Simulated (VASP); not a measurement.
# TiSi (Fm-3m) in VASP: vibrations by perturbation theory with PBEsol

Aim: the vibrations by perturbation theory of TiSi with PBEsol.

Everything below comes from runs of VASP 6.6.1. Logs are shortened: lines on timing, memory, paths and dates and some standing lists are left out, and cuts for length are marked.

**1. The cell of the first run**

The structure is cubic, space group Fm-3m (No. 225). The conventional cell has a = 5.035 Å, b = 5.035 Å, c = 5.035 Å, α = 90.00°, β = 90.00°, γ = 90.00°. Within 3.3 Å of Ti (site symmetry m-3m) lie 6 Si at 2.52 Å. Within 3.3 Å of Si (site symmetry m-3m) lie 6 Ti at 2.52 Å.

**2. Vibrations by perturbation theory, PBEsol**

INCAR reads:

```
ALGO     = Normal         # electronic algorithm
EDIFF    = 1E-8           # SCF threshold, eV
ENCUT    = 520            # plane-wave cutoff, eV
GGA      = PS             # functional
IBRION   = 8              # ionic algorithm
ISIF     = 2              # what is computed and relaxed
ISMEAR   = -1             # smearing method
LASPH    = T              # aspherical terms in the spheres
LCHARG   = F              # write CHGCAR
LREAL    = F              # projectors in reciprocal space
LWAVE    = F              # write WAVECAR
NBANDS   = 15             # bands
NELM     = 80             # most SCF steps
NSW      = 1              # ionic steps
PREC     = Accurate       # precision mode
SIGMA    = 0.15           # smearing width, eV
```

KPOINTS reads:

```
k-points
0
Gamma
  10 10 10
```

POSCAR reads:

```
TiSi
1.0
    0.0000000000      2.5176000000      2.5176000000
    2.5176000000      0.0000000000      2.5176000000
    2.5176000000      2.5176000000      0.0000000000
Ti Si
1 1
Direct
    0.0000000000      0.0000000000      0.0000000000
    0.5000000000      0.5000000000      0.5000000000
```

Potentials or basis: VASP PAW PBE potentials, release 64 (Ti_sv, Si).

Command:

```console
$ cat potpaw_PBE.64/Ti_sv/POTCAR potpaw_PBE.64/Si/POTCAR > POTCAR
$ mpirun -np 1 vasp_std > vasp.out
```

OUTCAR:

```text
EDIFF = 1E-8
   ENCUT = 520
   GGA = PS
   IBRION = 8
   ISIF = 2
   ISMEAR = -1
   LASPH = T
   LREAL = F
   NELM = 80
   NSW = 1
   PREC = Accurate

 ion  position               nearest neighbor table
   1  0.000  0.000  0.000-   2 2.52   2 2.52   2 2.52   2 2.52   2 2.52   2 2.52
   2  0.500  0.500  0.500-   1 2.52   1 2.52   1 2.52   1 2.52   1 2.52   1 2.52

  LATTYP: Found a face centered cubic cell.
 ALAT       =     5.0352000000

  Lattice vectors:

 A1 = (   0.0000000000,   2.5176000000,   2.5176000000)
 A2 = (   2.5176000000,   0.0000000000,   2.5176000000)
 A3 = (   2.5176000000,   2.5176000000,   0.0000000000)

Analysis of symmetry for initial positions (statically):
=====================================================================
 Subroutine PRICEL returns:
 Original cell was already a primitive cell.

 Routine SETGRP: Setting up the symmetry group for a
 face centered cubic supercell.

 Subroutine GETGRP returns: Found 48 space group operations
 (whereof 48 operations were pure point group operations)
 out of a pool of 48 trial point group operations.

The static configuration has the point symmetry O_h .

Analysis of symmetry for dynamics (positions and initial velocities):
=====================================================================
 Subroutine PRICEL returns:
 Original cell was already a primitive cell.

 Routine SETGRP: Setting up the symmetry group for a
 face centered cubic supercell.

 Subroutine GETGRP returns: Found 48 space group operations
 (whereof 48 operations were pure point group operations)
 out of a pool of 48 trial point group operations.

The dynamic configuration has the point symmetry O_h .

 Subroutine INISYM returns: Found 48 space group operations
 (whereof 48 operations are pure point group operations),
 and found     1 'primitive' translations

----------------------------------------------------------------------------------------

                                     Primitive cell

  volume of cell :      31.9147

  direct lattice vectors                    reciprocal lattice vectors
     0.000000000  2.517600000  2.517600000    -0.198601843  0.198601843  0.198601843
     2.517600000  0.000000000  2.517600000     0.198601843 -0.198601843  0.198601843
     2.517600000  2.517600000  0.000000000     0.198601843  0.198601843 -0.198601843

  length of vectors
     3.560424065  3.560424065  3.560424065     0.343988483  0.343988483  0.343988483

  position of ions in fractional coordinates (direct lattice)
     0.000000000  0.000000000  0.000000000
     0.500000000  0.500000000  0.500000000

  ion indices of the primitive-cell ions
   primitive index   ion index
                 1           1
                 2           2

----------------------------------------------------------------------------------------

 KPOINTS: k-points

Automatic generation of k-mesh.
 Grid dimensions read from file:
 generate k-points for:   10   10   10

 Generating k-lattice:

  Cartesian coordinates                     Fractional coordinates (reciprocal lattice)
    -0.019860184  0.019860184  0.019860184     0.100000000  0.000000000  0.000000000
     0.019860184 -0.019860184  0.019860184     0.000000000  0.100000000  0.000000000
     0.019860184  0.019860184 -0.019860184     0.000000000  0.000000000  0.100000000

  Length of vectors
     0.034398848  0.034398848  0.034398848

  Shift w.r.t. Gamma in fractional coordinates (k-lattice)
     0.000000000  0.000000000  0.000000000

 Subroutine IBZKPT returns following result:
 ===========================================
[... 77 lines left out ...]
   LEPSILON=     F    determine dielectric tensor
   LRPA    =     F    only Hartree local field effects (RPA)
 non-spin polarized calculation
  energy-cutoff  :      520.00
  volume of cell :       31.91
 maximum number of plane-waves:       889
   NGX = 13   NGY = 13   NGZ = 13

--------------------------------------- Ionic step        1  -------------------------------------------

 number of electron      16.0000002 magnetization

 Free energy of the ion-electron system (eV)
  ---------------------------------------------------
  ext. energy  EPLUGINS =         0.00000000
  ---------------------------------------------------
  free energy    TOTEN  =       -15.08409344 eV

  energy without entropy =      -15.02865334  energy(sigma->0) =      -15.05637339

 E-fermi :   8.4875     XC(G=0): -11.3650

 val. band max:        8.4860414328   @ k =   0.0000   0.0000   0.0000
 cond. band min:       8.6493728002   @ k =   0.3000   0.2000   0.0000
 fundamental gap:      0.1633313674
 Fermi energy:         8.4875123488

 k-point     1 :       0.0000    0.0000    0.0000
  band No.  band energies     occupation
      1     -48.0035      2.00000
      2     -24.3530      2.00000
      3     -24.3530      2.00000
      4     -24.3530      2.00000
      5      -1.8235      2.00000
      6       8.4860      1.00491
      7       8.4860      1.00491
      8       8.4860      1.00490
      9       8.8872      0.13023
     10       8.8872      0.13023
     11      11.9841      0.00000
     12      11.9841      0.00000
     13      11.9841      0.00000
     14      18.4511      0.00000
[... 401 lines left out ...]
      2     -24.4370      2.00000
      3     -24.3878      2.00000
      4     -24.3845      2.00000
      5       0.5986      2.00000
      6       5.2516      2.00000
      7       6.7666      1.99998
      8       8.1767      1.77635
      9       8.7519      0.29297
     10       9.8729      0.00019
     11      11.2676      0.00000
     12      11.5990      0.00000
     13      13.3621      0.00000
     14      15.0316      0.00000
     15      17.5719      0.00000

 [... further k-points ...]
[... 5 lines left out ...]
  --------------------------------------------------------------------------------------
  -------------------------------------------------------------------------------------
  Total        0.0755375      0.0755375      0.0755375      0.0000000      0.0000000      0.0000000
  in kB        3.7921287      3.7921287      3.7921287      0.0000000      0.0000000      0.0000000
  external PRESSURE =       3.7921287 kB  Pullay stress =       0.0000000 kB

 VOLUME and BASIS-vectors are now :
 -----------------------------------------------------------------------------
  energy-cutoff  :      520.00
  volume of cell :       31.91
      direct lattice vectors                 reciprocal lattice vectors
     0.000000000  2.517600000  2.517600000    -0.198601843  0.198601843  0.198601843
     2.517600000  0.000000000  2.517600000     0.198601843 -0.198601843  0.198601843
     2.517600000  2.517600000  0.000000000     0.198601843  0.198601843 -0.198601843

 POSITION                                       TOTAL-FORCE (eV/Angst)
 -----------------------------------------------------------------------------------
      0.00000      0.00000      0.00000         0.000000     -0.000000      0.000000
      2.51760      2.51760      2.51760        -0.000000      0.000000     -0.000000
 -----------------------------------------------------------------------------------
    total drift:                               -0.000000     -0.000000      0.000000

  FREE ENERGIE OF THE ION-ELECTRON SYSTEM (eV)
  ---------------------------------------------------
  free  energy   TOTEN  =       -15.0840934368 eV

  energy  without entropy=      -15.0286533383  energy(sigma->0) =      -15.05637339

[... ionic steps 2 to 3 ...]

--------------------------------------- Ionic step        4  -------------------------------------------

------------------------ aborting loop because EDIFF is reached ----------------------------------------

[... ionic steps 5 to 6 ...]

--------------------------------------- Ionic step        7  -------------------------------------------

 Free energy of the ion-electron system (eV)
  ---------------------------------------------------
  ---------------------------------------------------
  free energy    TOTEN  =        -0.01728829 eV

  energy without entropy =       -0.01728829

------------------------ aborting loop because EDIFF is reached ----------------------------------------

 INTERNAL STRAIN TENSOR  FOR ION    2  DIRECTION 1   (eV/Angst):
 -----------------------------------------------------------------------------
    -0.02284  0.00000  0.00000
    -0.00000  0.01056 -0.00000
    -0.00000 -0.00000  0.01056

 INTERNAL STRAIN TENSOR FOR ION    2 for displacements in x,y,z  (eV/Angst):
          X           Y           Z          XY          YZ          ZX
  --------------------------------------------------------------------------------
  x     0.00000     0.00000     0.00000     0.00000     0.00000     0.00000
  y     0.00000     0.00000     0.00000     0.00000     0.00000     0.00000
  z     0.00000     0.00000     0.00000     0.00000     0.00000     0.00000

 SECOND DERIVATIVES (NOT SYMMETRIZED)
 ------------------------------------
               1X          1Y          1Z          2X          2Y          2Z
  1X   -11.030176    0.000000    0.000000   11.030176    0.000000    0.000000
  1Y     0.000000  -11.030176    0.000000    0.000000   11.030176    0.000000
  1Z     0.000000    0.000000  -11.030176    0.000000    0.000000   11.030176
  2X    11.017562    0.000000    0.000000  -11.017562    0.000000    0.000000
  2Y     0.000000   11.017562    0.000000    0.000000  -11.017562    0.000000
  2Z     0.000000    0.000000   11.017562    0.000000    0.000000  -11.017562

 Eigenvectors and eigenvalues of the dynamical matrix
 ----------------------------------------------------

   1 f  =   12.336100 THz    77.510001 2PiTHz  411.487999 cm-1    51.017987 meV
             X         Y         Z           dx          dy          dz
      0.000000  0.000000  0.000000    -0.608257    0.000000    0.000000
      2.517600  2.517600  2.517600     0.793740    0.000000    0.000000
[... 21 lines left out ...]
   6 f/i=    0.003407 THz     0.021409 2PiTHz    0.113658 cm-1     0.014092 meV
             X         Y         Z           dx          dy          dz
      0.000000  0.000000  0.000000    -0.793740    0.000000    0.000000
      2.517600  2.517600  2.517600    -0.608257    0.000000    0.000000

--------------------------------------------------------------------------------------------------------

 ELASTIC MODULI CONTR FROM IONIC RELAXATION (kBar)
 Direction    XX          YY          ZZ          XY          YZ          ZX
 --------------------------------------------------------------------------------
 XX           0.0000      0.0000      0.0000      0.0000      0.0000      0.0000
 YY           0.0000      0.0000      0.0000      0.0000      0.0000      0.0000
 ZZ           0.0000      0.0000      0.0000      0.0000      0.0000      0.0000
 XY           0.0000      0.0000      0.0000      0.0000      0.0000      0.0000
 YZ           0.0000      0.0000      0.0000      0.0000      0.0000      0.0000
 ZX           0.0000      0.0000      0.0000      0.0000      0.0000      0.0000
 --------------------------------------------------------------------------------
```

Run time: 2.3 min. Hardware: 1 thread of Intel Xeon 6975P-C (Granite Rapids), shared host; peak memory 0.27 GiB.

What came out:

| Property | Result |
| --- | --- |
| Highest phonon frequency at Γ, LO-TO splitting left out | 411 cm⁻¹ |

Phonon frequencies in cm⁻¹ (negative: imaginary):
| q point | frequencies |
| --- | --- |
| (0.000, 0.000, 0.000) | 0 0 0 411 411 411 |

Caveat: the PAW data sets were made with another functional, which shifts forces and pressure a little.
